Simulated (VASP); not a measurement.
# Cr (P6_3/mmc) in VASP: further runs

Cr is run at these levels: PBEsol, LDA, RPBE; tasks: single point, relaxation of cell and atoms.

Everything below comes from runs of VASP 6.6.1. Logs are shortened: lines on timing, memory, paths and dates and some standing lists are left out, and cuts for length are marked.

**1. The cell of the first run**

It takes space group P6_3/mmc (No. 194, hexagonal). The conventional cell has a = 2.750 Å, b = 2.750 Å, c = 4.468 Å, α = 90.00°, β = 90.00°, γ = 120.00°. Within 3.6 Å of Cr (site symmetry -6m2) lie 12 Cr at 2.74 to 2.75 Å.

**2. Single point, PBEsol, collinear spin, ferromagnetic start (volume scaled by 1.04)**

Contents of INCAR:

```
SYSTEM = Cr
  ALGO = Normal
  EDIFF = 1E-6
  ENCUT = 520
  GGA = PS
  ISIF = 2
  ISMEAR = -1
  ISPIN = 2
  LASPH = .True.
  LCHARG = .True.
  LELF = .True.
  LMAXMIX = 4
  LORBIT = 11
  LREAL = .False.
  LVHAR = .True.
  LWAVE = .False.
  MAGMOM = 3 3
  NBANDS = 23
  NELM = 150
  PREC = Accurate
  SIGMA = 0.05
```

Contents of KPOINTS:

```
k-points
0
Gamma
  11 11 6
  0 0 0
```

Contents of POSCAR:

```
Cr
1.0
    2.7497146220      0.0000000000      0.0000000000
   -1.3748573110      2.3813227158      0.0000000000
    0.0000000000      0.0000000000      4.4680329708
Cr
2
Direct
    0.6666666667      0.3333333333      0.7500000000
    0.3333333333      0.6666666667      0.2500000000
```

Potentials or basis: VASP PAW PBE potentials, release 64 (Cr_pv).

On the command line:

```sh
$ cat potpaw_PBE.64/Cr_pv/POTCAR > POTCAR
$ mpirun -np 1 vasp_std > vasp.out
```

OUTCAR:

```text
SYSTEM = Cr
   EDIFF = 1E-6
   ENCUT = 520
   GGA = PS
   ISIF = 2
   ISMEAR = -1
   ISPIN = 2
   LASPH = .True.
   LORBIT = 11
   LREAL = .False.
   NELM = 150
   PREC = Accurate

 ion  position               nearest neighbor table
   1  0.667  0.333  0.750-   2 2.74   2 2.74   2 2.74   2 2.74   2 2.74   2 2.74
   2  0.333  0.667  0.250-   1 2.74   1 2.74   1 2.74   1 2.74   1 2.74   1 2.74

  LATTYP: Found a hexagonal cell.
 ALAT       =     2.7497146220
 C/A-ratio  =     1.6249078850

  Lattice vectors:

 A1 = (   2.7497146220,   0.0000000000,   0.0000000000)
 A2 = (  -1.3748573110,   2.3813227158,   0.0000000000)
 A3 = (   0.0000000000,   0.0000000000,   4.4680329708)

Analysis of symmetry for initial positions (statically):
=====================================================================
 Subroutine PRICEL returns:
 Original cell was already a primitive cell.

 Routine SETGRP: Setting up the symmetry group for a
 hexagonal supercell.

 Subroutine GETGRP returns: Found 24 space group operations
 (whereof 12 operations were pure point group operations)
 out of a pool of 24 trial point group operations.

The static configuration has the point symmetry D_3d.
 The point group associated with its full space group is D_6h.

Analysis of symmetry for dynamics (positions and initial velocities):
=====================================================================
 Subroutine PRICEL returns:
 Original cell was already a primitive cell.

 Routine SETGRP: Setting up the symmetry group for a
 hexagonal supercell.

 Subroutine GETGRP returns: Found 24 space group operations
 (whereof 12 operations were pure point group operations)
 out of a pool of 24 trial point group operations.

The dynamic configuration has the point symmetry D_3d.
 The point group associated with its full space group is D_6h.

Analysis of structural, dynamic, and magnetic symmetry:
=====================================================================
 Subroutine PRICEL returns:
 Original cell was already a primitive cell.

 Routine SETGRP: Setting up the symmetry group for a
 hexagonal supercell.

 Subroutine GETGRP returns: Found 24 space group operations
 (whereof 12 operations were pure point group operations)
 out of a pool of 24 trial point group operations.

The overall configuration has the point symmetry D_3d.
 The point group associated with its full space group is D_6h.

 Subroutine INISYM returns: Found 24 space group operations
 (whereof 12 operations are pure point group operations),
 and found     1 'primitive' translations

----------------------------------------------------------------------------------------

                                     Primitive cell

  volume of cell :      29.2565

  direct lattice vectors                    reciprocal lattice vectors
     2.749714622  0.000000000  0.000000000     0.363674103  0.209967342  0.000000000
    -1.374857311  2.381322716  0.000000000     0.000000000  0.419934683  0.000000000
     0.000000000  0.000000000  4.468032971     0.000000000  0.000000000  0.223812135

  length of vectors
     2.749714622  2.749714622  4.468032971     0.419934683  0.419934683  0.223812135

  position of ions in fractional coordinates (direct lattice)
     0.666666667  0.333333333  0.750000000
     0.333333333  0.666666667  0.250000000

  ion indices of the primitive-cell ions
   primitive index   ion index
                 1           1
                 2           2

----------------------------------------------------------------------------------------

 KPOINTS: k-points

Automatic generation of k-mesh.
 Grid dimensions read from file:
 generate k-points for:   11   11    6

 Generating k-lattice:

  Cartesian coordinates                     Fractional coordinates (reciprocal lattice)
     0.033061282  0.019087940  0.000000000     0.090909091 -0.000000000  0.000000000
     0.000000000  0.038175880  0.000000000     0.000000000  0.090909091  0.000000000
     0.000000000  0.000000000  0.037302023     0.000000000  0.000000000  0.166666667

  Length of vectors
     0.038175880  0.038175880  0.037302023

  Shift w.r.t. Gamma in fractional coordinates (k-lattice)
     0.000000000  0.000000000  0.000000000

 Subroutine IBZKPT returns following result:
 ===========================================

 Found     64 irreducible k-points:

 Following reciprocal coordinates:
            Coordinates               Weight
  0.000000  0.000000  0.000000      1.000000
  0.090909 -0.000000  0.000000      6.000000
  0.181818 -0.000000  0.000000      6.000000
  0.272727  0.000000  0.000000      6.000000
  0.363636  0.000000  0.000000      6.000000
  0.454545  0.000000  0.000000      6.000000
[... 16 lines left out ...]
  0.090909  0.090909  0.166667     12.000000
  0.181818  0.090909  0.166667     24.000000
 [... further k-points ...]
   k-points           NKPTS =     64   k-points in BZ     NKDIM =     64   number of bands    NBANDS=     23
   number of dos      NEDOS =    301   number of ions     NIONS =      2
   total plane-waves  NPLWV =  14400
   dimension x,y,z NGX =    20 NGY =   20 NGZ =   36
   dimension x,y,z NGXF=    40 NGYF=   40 NGZF=   72
   ions per type =               2
   NGX,Y,Z   is equivalent  to a cutoff of  12.09, 12.09, 13.39 a.u.
   NGXF,Y,Z  is equivalent  to a cutoff of  24.18, 24.18, 26.79 a.u.
 SYSTEM =  Cr
   PREC   = accura    normal or accurate (medium, high low for compatibility)
   ISTART =      0    job   : 0-new  1-cont  2-samecut
   ICHARG =      2    charge: 1-file 2-atom 10-const
   ISPIN  =      2    spin polarized calculation?
   LNONCOLLINEAR =      F non collinear calculations
   LSORBIT =      F    spin-orbit coupling
   LASPH  =      T    aspherical Exc in radial PAW
   ENCUT  =  520.0 eV  38.22 Ry    6.18 a.u.   5.11  5.11  8.31*2*pi/ulx,y,z
   NELM   =    150;   NELMIN=  2; NELMDL= -5     # of ELM steps
   EDIFF  = 0.1E-05   stopping-criterion for ELM
   LREAL  =      F    real-space projection
   EDIFFG = 0.1E-04   stopping-criterion for IOM
   NSW    =      0    number of steps for IOM
   IBRION =     -1    ionic relax: 0-MD 1-quasi-New 2-CG
   NFREE  =      0    steps in history (QN), initial steepest desc. (CG)
   ISIF   =      2    stress and relaxation
   ISYM   =      2    0-nonsym 1-usesym 2-fastsym
   POTIM  = 0.5000    time-step for ionic-motion
   TEBEG  =    0.0;   TEEND  =   0.0 temperature during run
   PSTRESS=    0.0 pullay stress
   NELECT =      24.0000    total number of electrons
   NUPDOWN=      -1.0000    fix difference up-down
   EMIN   =  10.00;   EMAX   =-10.00  energy-range for DOS
   EFERMI =   0.00;   METHOD = LEGACY
   ISMEAR =    -1;   SIGMA  =   0.05  broadening in eV -4-tet -1-fermi 0-gaus
   EFERMI_NEDOS =   21; number of points for ismear=-14 and -15
   IALGO  =     38    algorithm
   IMIX   =      4    mixing-type and parameters
     AMIX     =   0.40;   BMIX     =  1.00
     AMIX_MAG =   1.60;   BMIX_MAG =  1.00
  volume/ion in A,a.u.               =      14.63        98.72
  Fermi-wavevector in a.u.,A,eV,Ry     =   1.532514  2.896032 31.954638  2.348600
  Thomas-Fermi vector in A             =   2.639710
   LORBIT       =     11    0 simple, 1 ext, 2 COOP (PROOUT), +10 PAW based schemes
   GGA     = PS    functional components
   LHFCALC =     F    Hartree Fock is set to
   AEXX    =    0.0000 exact exchange contribution
   IVDW    =     0    specifies the selected vdW correction
   LEPSILON=     F    determine dielectric tensor
   LRPA    =     F    only Hartree local field effects (RPA)
 spin polarized calculation
  energy-cutoff  :      520.00
  volume of cell :       29.26
 maximum number of plane-waves:       799
   NGX = 11   NGY = 11   NGZ = 17

 number of electron      24.0000016 magnetization       2.1611077

 Free energy of the ion-electron system (eV)
  ---------------------------------------------------
  ext. energy  EPLUGINS =         0.00000000
  ---------------------------------------------------
  free energy    TOTEN  =       -18.67981116 eV

  energy without entropy =      -18.64389894  energy(sigma->0) =      -18.66185505

 E-fermi :   7.7238     XC(G=0): -12.4755

 val. band max:        7.7196538156   @ k =   0.1818   0.0909   0.1667
 cond. band min:       7.7267170007   @ k =   0.3636   0.0000   0.3333
 fundamental gap:      0.0070631852
 Fermi energy:         7.7237742797

 spin component 1

 k-point     1 :       0.0000    0.0000    0.0000
  band No.  band energies     occupation
      1     -35.6793      1.00000
      2     -35.3725      1.00000
      3     -35.3725      1.00000
      4     -35.3135      1.00000
      5     -35.3135      1.00000
      6     -35.2512      1.00000
[... 15 lines left out ...]
     22      25.2894      0.00000
     23      27.8272      0.00000

 k-point     2 :       0.0909   -0.0000    0.0000
  band No.  band energies     occupation
      1     -35.6680      1.00000
      2     -35.3974      1.00000
      3     -35.3805      1.00000
      4     -35.3394      1.00000
      5     -35.3175      1.00000
      6     -35.2555      1.00000
[... 15 lines left out ...]
     22      24.3920      0.00000
     23      26.3149      0.00000

 k-point     3 :       0.1818   -0.0000    0.0000
  band No.  band energies     occupation
      1     -35.6362      1.00000
      2     -35.4648      1.00000
      3     -35.4078      1.00000
      4     -35.4014      1.00000
      5     -35.3287      1.00000
      6     -35.2688      1.00000
[... 15 lines left out ...]
     22      21.4801      0.00000
     23      24.6302      0.00000
[... 495 lines left out ...]
 k-point    23 :       0.0909    0.0909    0.1667
  band No.  band energies     occupation
      1     -35.6256      1.00000
      2     -35.4308      1.00000
      3     -35.4109      1.00000
      4     -35.3790      1.00000
      5     -35.3334      1.00000
      6     -35.2824      1.00000
[... 15 lines left out ...]
     22      23.0098      0.00000
     23      23.7735      0.00000

 k-point    24 :       0.1818    0.0909    0.1667
  band No.  band energies     occupation
      1     -35.6027      1.00000
      2     -35.4951      1.00000
      3     -35.4784      1.00000
      4     -35.4106      1.00000
      5     -35.3527      1.00000
      6     -35.2937      1.00000
[... 15 lines left out ...]
     22      20.1857      0.00000
     23      22.0351      0.00000

 [... further k-points ...]

 spin component 2

 k-point     1 :       0.0000    0.0000    0.0000
  band No.  band energies     occupation
      1     -34.7338      1.00000
      2     -34.3543      1.00000
      3     -34.3543      1.00000
      4     -34.2942      1.00000
      5     -34.2941      1.00000
      6     -34.2941      1.00000
[... 15 lines left out ...]
     22      25.5097      0.00000
     23      28.1110      0.00000

 k-point     2 :       0.0909   -0.0000    0.0000
  band No.  band energies     occupation
      1     -34.7222      1.00000
      2     -34.3801      1.00000
      3     -34.3626      1.00000
      4     -34.3208      1.00000
      5     -34.2986      1.00000
      6     -34.2982      1.00000
[... 15 lines left out ...]
     22      24.7457      0.00000
     23      26.7204      0.00000

 k-point     3 :       0.1818   -0.0000    0.0000
  band No.  band energies     occupation
      1     -34.6895      1.00000
      2     -34.4495      1.00000
      3     -34.3913      1.00000
      4     -34.3841      1.00000
      5     -34.3122      1.00000
      6     -34.3097      1.00000
[... 15 lines left out ...]
     22      21.9877      0.00000
     23      25.1552      0.00000
[... 495 lines left out ...]
 k-point    23 :       0.0909    0.0909    0.1667
  band No.  band energies     occupation
      1     -34.6776      1.00000
      2     -34.4155      1.00000
      3     -34.3985      1.00000
      4     -34.3664      1.00000
      5     -34.3167      1.00000
      6     -34.3145      1.00000
[... 15 lines left out ...]
     22      23.4409      0.00000
     23      24.2941      0.00000

 k-point    24 :       0.1818    0.0909    0.1667
  band No.  band energies     occupation
      1     -34.6487      1.00000
      2     -34.4864      1.00000
      3     -34.4686      1.00000
      4     -34.3960      1.00000
      5     -34.3362      1.00000
      6     -34.3293      1.00000
[... 15 lines left out ...]
     22      20.7227      0.00000
     23      22.5532      0.00000

 [... further k-points ...]
[... 5 lines left out ...]
  --------------------------------------------------------------------------------------
  -------------------------------------------------------------------------------------
  Total       -6.3426077     -6.3426077     -5.9949026      0.0000000      0.0000000      0.0000000
  in kB     -347.3411103   -347.3411103   -328.2996877      0.0000000      0.0000000      0.0000000
  external PRESSURE =    -340.9939695 kB  Pullay stress =       0.0000000 kB

 VOLUME and BASIS-vectors are now :
 -----------------------------------------------------------------------------
  energy-cutoff  :      520.00
  volume of cell :       29.26
      direct lattice vectors                 reciprocal lattice vectors
     2.749714622  0.000000000  0.000000000     0.363674103  0.209967342  0.000000000
    -1.374857311  2.381322716  0.000000000     0.000000000  0.419934683  0.000000000
     0.000000000  0.000000000  4.468032971     0.000000000  0.000000000  0.223812135

 POSITION                                       TOTAL-FORCE (eV/Angst)
 -----------------------------------------------------------------------------------
      1.37486      0.79377      3.35102         0.000000      0.000000      0.000000
     -0.00000      1.58755      1.11701        -0.000000     -0.000000      0.000000
 -----------------------------------------------------------------------------------
    total drift:                               -0.000000      0.000000     -0.000000

  FREE ENERGIE OF THE ION-ELECTRON SYSTEM (eV)
  ---------------------------------------------------
  free  energy   TOTEN  =       -18.6798111580 eV

  energy  without entropy=      -18.6438989437  energy(sigma->0) =      -18.66185505

 total charge

# of ion       s       p       d       tot
------------------------------------------
    1        0.365   6.265   4.027  10.656
    2        0.365   6.265   4.027  10.656
--------------------------------------------------
tot          0.729  12.529   8.054  21.312

 magnetization (x)

# of ion       s       p       d       tot
------------------------------------------
    1        0.000   0.025   0.973   0.998
    2        0.000   0.025   0.973   0.998
--------------------------------------------------
tot          0.001   0.051   1.945   1.997
```

It took 51 s on 1 thread of Intel Xeon Platinum 8488C (Sapphire Rapids), shared host; peak memory 0.18 GiB.

What came out:

```yaml
Free_energy: -18.6798 eV
Pressure: -34.1 GPa
Net_moment: 2.16 μB per cell
Site_moments: Cr +1.00 μB
Valence_electrons_inside_the_program's_atomic_spheres: Cr 10.66
```

Caveat: the PAW data sets were made with another functional, which shifts forces and pressure a little.

(Part 1 of 2 ends here.)
